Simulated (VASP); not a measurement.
# Li (P6_3/mmc) in VASP: further runs, part 2 of 2

VASP 6.6.1. Earlier steps stand in the parts before.

### 3 Single point, PBEsol (strain -0.080 along x and y, +0.080 along z)

Input file INCAR:

```
SYSTEM = Li
PREC     = Accurate       ! precision mode
ENCUT    = 520            ! plane-wave cutoff, eV
EDIFF    = 1E-7           ! SCF threshold, eV
ISMEAR   = 0              ! smearing method
SIGMA    = 0.15           ! smearing width, eV
LREAL    = .False.        ! projectors in reciprocal space
LASPH    = .True.         ! aspherical terms in the spheres
NELM     = 100            ! most SCF steps
ALGO     = Normal         ! electronic algorithm
ISIF     = 2              ! what is computed and relaxed
LWAVE    = .False.        ! write WAVECAR
LCHARG   = .False.        ! write CHGCAR
GGA      = PS             ! functional
NBANDS   = 10             ! bands
```

Input file KPOINTS:

```
regular mesh
0
Gamma
  18 18 10
  0 0 0
```

Input file POSCAR:

```
Li
1.0
    2.8621219795      0.0000000000      0.0000000000
   -1.4310609897      2.4786703429      0.0000000000
    0.0000000000      0.0000000000      5.5004400000
Li
2
Direct
    0.3333333333      0.6666666667      0.2500000000
    0.6666666667      0.3333333333      0.7500000000
```

Potentials or basis: VASP PAW PBE potentials, release 64 (Li_sv).

On the command line:

```console
cat potpaw_PBE.64/Li_sv/POTCAR > POTCAR
mpirun -np 1 vasp_std > vasp.out
```

OUTCAR:

```text
SYSTEM = Li
   PREC = Accurate
   ENCUT = 520
   EDIFF = 1E-7
   ISMEAR = 0
   LREAL = .False.
   LASPH = .True.
   NELM = 100
   ISIF = 2
   GGA = PS

 ion  position               nearest neighbor table
   1  0.333  0.667  0.250-
   2  0.667  0.333  0.750-

  LATTYP: Found a hexagonal cell.
 ALAT       =     2.8621219795
 C/A-ratio  =     1.9218048844

  Lattice vectors:

 A1 = (   2.8621219795,   0.0000000000,   0.0000000000)
 A2 = (  -1.4310609897,   2.4786703429,   0.0000000000)
 A3 = (   0.0000000000,   0.0000000000,   5.5004400000)

Analysis of symmetry for initial positions (statically):
=====================================================================
 Subroutine PRICEL returns:
 Original cell was already a primitive cell.

 Routine SETGRP: Setting up the symmetry group for a
 hexagonal supercell.

 Subroutine GETGRP returns: Found 24 space group operations
 (whereof 12 operations were pure point group operations)
 out of a pool of 24 trial point group operations.

The static configuration has the point symmetry D_3d.
 The point group associated with its full space group is D_6h.

Analysis of symmetry for dynamics (positions and initial velocities):
=====================================================================
 Subroutine PRICEL returns:
 Original cell was already a primitive cell.

 Routine SETGRP: Setting up the symmetry group for a
 hexagonal supercell.

 Subroutine GETGRP returns: Found 24 space group operations
 (whereof 12 operations were pure point group operations)
 out of a pool of 24 trial point group operations.

The dynamic configuration has the point symmetry D_3d.
 The point group associated with its full space group is D_6h.

 Subroutine INISYM returns: Found 24 space group operations
 (whereof 12 operations are pure point group operations),
 and found     1 'primitive' translations

----------------------------------------------------------------------------------------

[... 119 lines left out ...]
   AEXX    =    0.0000 exact exchange contribution
   IVDW    =     0    specifies the selected vdW correction
   LEPSILON=     F    determine dielectric tensor
   LRPA    =     F    only Hartree local field effects (RPA)
 non-spin polarized calculation
 Gauss-broadening in eV      SIGMA  =   0.15
  energy-cutoff  :      520.00
  volume of cell :       39.02
 maximum number of plane-waves:      1077
 NGX is ok and might be reduce to    24
   NGX = 11   NGY = 11   NGZ = 21

 number of electron       5.9999983 magnetization

 Free energy of the ion-electron system (eV)
  ---------------------------------------------------
  ext. energy  EPLUGINS =         0.00000000
  ---------------------------------------------------
  free energy    TOTEN  =        -3.86907288 eV

  energy without entropy =       -3.85882245  energy(sigma->0) =       -3.86394766

 E-fermi :   0.7405     XC(G=0):  -7.1109

 val. band max:        0.7312347819   @ k =   0.2222   0.2222   0.5000
 cond. band min:       0.7489971514   @ k =   0.3889   0.1111   0.1000
 fundamental gap:      0.0177623696
 Fermi energy:         0.7404733614

 k-point     1 :       0.0000    0.0000    0.0000
  band No.  band energies     occupation
      1     -45.1792      2.00000
      2     -45.1682      2.00000
      3      -2.8620      2.00000
      4      -0.0596      2.00000
      5       2.5456      0.00000
      6      12.2363      0.00000
      7      15.5497      0.00000
      8      15.5497      0.00000
      9      15.7750      0.00000
     10      16.6075      0.00000
[... 287 lines left out ...]
 k-point    24 :       0.3889    0.1111    0.0000
  band No.  band energies     occupation
      1     -45.1487      2.00000
      2     -45.1453      2.00000
      3       0.7157      1.18500
      4       2.7255      0.00000
      5       4.8572      0.00000
      6       6.3409      0.00000
      7       7.6670      0.00000
      8       7.7748      0.00000
      9      11.0758      0.00000
     10      13.1131      0.00000

 [... further k-points ...]

------------------------ aborting loop because EDIFF is reached ----------------------------------------

  FORCE on cell =-STRESS in cart. coord.  units (eV):
  Direction    XX          YY          ZZ          XY          YZ          ZX
  --------------------------------------------------------------------------------------
  -------------------------------------------------------------------------------------
  Total        0.6213733      0.6213733     -0.8504484      0.0000000      0.0000000      0.0000000
  in kB       25.5128395     25.5128395    -34.9183901      0.0000000      0.0000000      0.0000000
  external PRESSURE =       5.3690963 kB  Pullay stress =       0.0000000 kB

 VOLUME and BASIS-vectors are now :
 -----------------------------------------------------------------------------
  energy-cutoff  :      520.00
  volume of cell :       39.02
      direct lattice vectors                 reciprocal lattice vectors
     2.862121979  0.000000000  0.000000000     0.349391119  0.201721056  0.000000000
    -1.431060990  2.478670343  0.000000000     0.000000000  0.403442113  0.000000000
     0.000000000  0.000000000  5.500440000     0.000000000  0.000000000  0.181803638

 POSITION                                       TOTAL-FORCE (eV/Angst)
 -----------------------------------------------------------------------------------
     -0.00000      1.65245      1.37511        -0.000000     -0.000000     -0.000000
      1.43106      0.82622      4.12533         0.000000      0.000000      0.000000
 -----------------------------------------------------------------------------------
    total drift:                               -0.000000      0.000000      0.000000

  FREE ENERGIE OF THE ION-ELECTRON SYSTEM (eV)
  ---------------------------------------------------
  free  energy   TOTEN  =        -3.8690728784 eV

  energy  without entropy=       -3.8588224511  energy(sigma->0) =       -3.86394766
```

stdout:

```text
POSCAR found type information on POSCAR Li
 POSCAR found :  1 types and       2 ions
 scaLAPACK will be used
 -----------------------------------------------------------------------------
|                                                                             |
|                                                                             |
|     You enforced a specific xc type in the INCAR file but a different       |
|     I HOPE YOU KNOW WHAT YOU ARE DOING!                                     |
|                                                                             |
 -----------------------------------------------------------------------------

 LDA part: xc-table for (Slater+PW92), standard interpolation
 POSCAR, INCAR and KPOINTS ok, starting setup
 FFT: planning ... GRIDC
 FFT: planning ... GRID_SOFT
 FFT: planning ... GRID
 WAVECAR not read
 entering main loop
```

It took 43 s on 1 thread of AMD EPYC 9R45 (Zen 5), shared host; peak memory 0.17 GiB.

What came out:

```yaml
Free_energy: -3.8691 eV
Band_gap_on_the_k_mesh: zero (bands 3 and 4 overlap by 5.38 eV)
```

Levels at points of the mesh, in eV from the Fermi level:
```
           k point  band 1  band 2  band 3  band 4  band 5  band 6  band 7
(0.00, 0.00, 0.00)  -45.92  -45.91   -3.60   -0.80    1.81   11.50   14.81
(0.50, 0.00, 0.00)  -45.89  -45.89    0.23    1.37    4.75    5.72    5.73
(0.00, 0.00, 0.50)  -45.91  -45.91   -2.70   -2.70    5.83    5.83   15.42
(0.50, 0.00, 0.50)  -45.89  -45.89    0.85    0.85    3.98    3.98    9.72
```

Caveat: the cell differs from its parent crystal (strain -0.080 along x and y, +0.080 along z); the cutoff is under 1.25 times the usual one of these potentials, so pressure, stress and relaxed cells hold a basis-set (Pulay) error; the PAW data sets were made with another functional, which shifts forces and pressure a little.

### 4 Single point, PBEsol (strain +0.000 along x and y, -0.080 along z)

Input file INCAR:

```
SYSTEM = Li
PREC = Accurate
ENCUT = 520
EDIFF = 1E-6
ISMEAR = 0
SIGMA = 0.15
LREAL = .FALSE.
LASPH = .TRUE.
NELM = 80
ALGO = Fast
ISIF = 2
LWAVE = .FALSE.
LCHARG = .FALSE.
GGA = PS
NBANDS = 10
```

Input file KPOINTS:

```
Automatic mesh
0
G
  18 18 10
  0 0 0
```

Input file POSCAR:

```
Li
1.0
    3.1110021516      0.0000000000      0.0000000000
   -1.5555010758      2.6942068945      0.0000000000
    0.0000000000      0.0000000000      4.6855600000
Li
2
Direct
    0.3333333333      0.6666666667      0.2500000000
    0.6666666667      0.3333333333      0.7500000000
```

On the command line:

```console
cat potpaw_PBE.64/Li_sv/POTCAR > POTCAR
mpirun -np 1 vasp_std > vasp.out
```

Wall time 62 s (1 thread of AMD EPYC 9R45 (Zen 5), shared host); peak memory 0.16 GiB.

It converged, with:

```
Free energy            : -3.9263 eV
Band gap on the k mesh : zero (bands 3 and 4 overlap by 4.31 eV)
```

Levels at points of the mesh, in eV from the Fermi level:
| k point | band 1 | band 2 | band 3 | band 4 | band 5 | band 6 |
| --- | --- | --- | --- | --- | --- | --- |
| (0.00, 0.00, 0.00) | -45.87 | -45.85 | -3.59 | 0.46 | 3.70 | 11.77 |
| (0.50, 0.00, 0.00) | -45.85 | -45.84 | -0.27 | 0.90 | 4.93 | 6.20 |
| (0.00, 0.00, 0.50) | -45.86 | -45.86 | -2.34 | -2.34 | 9.50 | 9.50 |
| (0.50, 0.00, 0.50) | -45.85 | -45.85 | 0.61 | 0.61 | 3.49 | 3.49 |

Caveat: the cell differs from its parent crystal (strain +0.000 along x and y, -0.080 along z); the cutoff is under 1.25 times the usual one of these potentials, so pressure, stress and relaxed cells hold a basis-set (Pulay) error; the PAW data sets were made with another functional, which shifts forces and pressure a little.

### 5 Single point, PBEsol (strain -0.040 along x and y, +0.000 along z)

Input file INCAR:

```
ALGO     = Fast           # electronic algorithm
EDIFF    = 1E-7           # SCF threshold, eV
ENCUT    = 520            # plane-wave cutoff, eV
GGA      = PS             # functional
ISIF     = 2              # what is computed and relaxed
ISMEAR   = 0              # smearing method
LASPH    = True           # aspherical terms in the spheres
LCHARG   = False          # write CHGCAR
LREAL    = False          # projectors in reciprocal space
LWAVE    = False          # write WAVECAR
NBANDS   = 10             # bands
NELM     = 100            # most SCF steps
PREC     = Accurate       # precision mode
SIGMA    = 0.15           # smearing width, eV
```

Input file KPOINTS:

```
k-points
0
Gamma
  18 18 10
```

Input file POSCAR:

```
Li
1.0
    2.9865620655      0.0000000000      0.0000000000
   -1.4932810328      2.5864386187      0.0000000000
    0.0000000000      0.0000000000      5.0930000000
Li
2
Direct
    0.3333333333      0.6666666667      0.2500000000
    0.6666666667      0.3333333333      0.7500000000
```

On the command line:

```console
cat potpaw_PBE.64/Li_sv/POTCAR > POTCAR
mpirun -np 1 vasp_std > vasp.out
```

Run time: 69 s. Hardware: 1 thread of AMD EPYC 9R45 (Zen 5), shared host; peak memory 0.16 GiB.

Results (log left out):

```yaml
Free_energy: -3.9357 eV
Band_gap_on_the_k_mesh: zero (bands 3 and 4 overlap by 4.86 eV)
```

Levels at points of the mesh, in eV from the Fermi level:
| k point | band 1 | band 2 | band 3 | band 4 | band 5 | band 6 | band 7 | band 8 |
| --- | --- | --- | --- | --- | --- | --- | --- | --- |
| (0.00, 0.00, 0.00) | -45.86 | -45.84 | -3.58 | -0.25 | 2.70 | 13.27 | 13.27 | 13.99 |
| (0.50, 0.00, 0.00) | -45.83 | -45.83 | 0.01 | 1.17 | 4.74 | 5.85 | 6.19 | 7.98 |
| (0.00, 0.00, 0.50) | -45.85 | -45.85 | -2.52 | -2.52 | 7.49 | 7.49 | 14.11 | 14.11 |
| (0.50, 0.00, 0.50) | -45.83 | -45.83 | 0.74 | 0.74 | 3.69 | 3.69 | 10.35 | 10.35 |

Caveat: the cell differs from its parent crystal (strain -0.040 along x and y, +0.000 along z); the cutoff is under 1.25 times the usual one of these potentials, so pressure, stress and relaxed cells hold a basis-set (Pulay) error; the PAW data sets were made with another functional, which shifts forces and pressure a little.

### 6 Single point, PBEsol (strain +0.000 along x and y, -0.040 along z)

Input file INCAR:

```
SYSTEM = Li
PREC = Accurate
ENCUT = 520
EDIFF = 1E-7
ISMEAR = 0
SIGMA = 0.15
LREAL = .FALSE.
LASPH = .TRUE.
NELM = 100
ALGO = Normal
ISIF = 2
LWAVE = .FALSE.
LCHARG = .TRUE.
GGA = PS
LELF = .TRUE.
LVHAR = .TRUE.
NBANDS = 10
```

Input file KPOINTS:

```
Automatic mesh
0
G
  18 18 10
  0 0 0
```

Input file POSCAR:

```
Li
1.0
    3.1110021516      0.0000000000      0.0000000000
   -1.5555010758      2.6942068945      0.0000000000
    0.0000000000      0.0000000000      4.8892800000
Li
2
Direct
    0.3333333333      0.6666666667      0.2500000000
    0.6666666667      0.3333333333      0.7500000000
```

Potentials or basis: VASP PAW PBE potentials, release 64 (Li_sv).

On the command line:

```console
cat potpaw_PBE.64/Li_sv/POTCAR > POTCAR
mpirun -np 1 vasp_std > vasp.out
```

It took 43 s on 1 thread of AMD EPYC 9R45 (Zen 5), shared host; peak memory 0.16 GiB.

It converged, with:

```
Free energy            : -3.9370 eV
Band gap on the k mesh : zero (bands 3 and 4 overlap by 4.42 eV)
```

Levels at points of the mesh, in eV from the Fermi level:
```
           k point  band 1  band 2  band 3  band 4  band 5  band 6  band 7
(0.00, 0.00, 0.00)  -45.94  -45.92   -3.55    0.19    3.20   11.92   11.92
(0.50, 0.00, 0.00)  -45.92  -45.92   -0.17    0.94    4.70    5.90    6.41
(0.00, 0.00, 0.50)  -45.93  -45.93   -2.38   -2.38    8.52    8.52   12.92
(0.50, 0.00, 0.50)  -45.92  -45.92    0.64    0.64    3.40    3.40    9.48
```

Caveat: the cell differs from its parent crystal (strain +0.000 along x and y, -0.040 along z); the cutoff is under 1.25 times the usual one of these potentials, so pressure, stress and relaxed cells hold a basis-set (Pulay) error; the PAW data sets were made with another functional, which shifts forces and pressure a little.

### 7 Overview

```csv
cell,gap on the mesh (eV)
"a = 2.987, b = 2.987, c = 4.889 Å, angles 90.0, 90.0, 120.0°, 2 atoms",none
"a = 2.862, b = 2.862, c = 5.500 Å, angles 90.0, 90.0, 120.0°, 2 atoms",none
"a = 3.111, b = 3.111, c = 4.686 Å, angles 90.0, 90.0, 120.0°, 2 atoms",none
"a = 2.987, b = 2.987, c = 5.093 Å, angles 90.0, 90.0, 120.0°, 2 atoms",none
"a = 3.111, b = 3.111, c = 4.889 Å, angles 90.0, 90.0, 120.0°, 2 atoms",none
```

Alike in all rows: task single point; level PBEsol; potentials or basis VASP PAW PBE potentials, release 64 (Li_sv); no spin polarisation; k mesh 18 × 18 × 10; cutoff (eV) 520; smearing gaussian 0.15 eV.

Caveats: the cutoff is under 1.25 times the usual one of these potentials, so pressure, stress and relaxed cells hold a basis-set (Pulay) error; the PAW data sets were made with another functional, which shifts forces and pressure a little.

Absolute energies hang on the potentials; compare differences alone.

The gap in the log of VASP goes by the Fermi energy; the results here count the filled bands.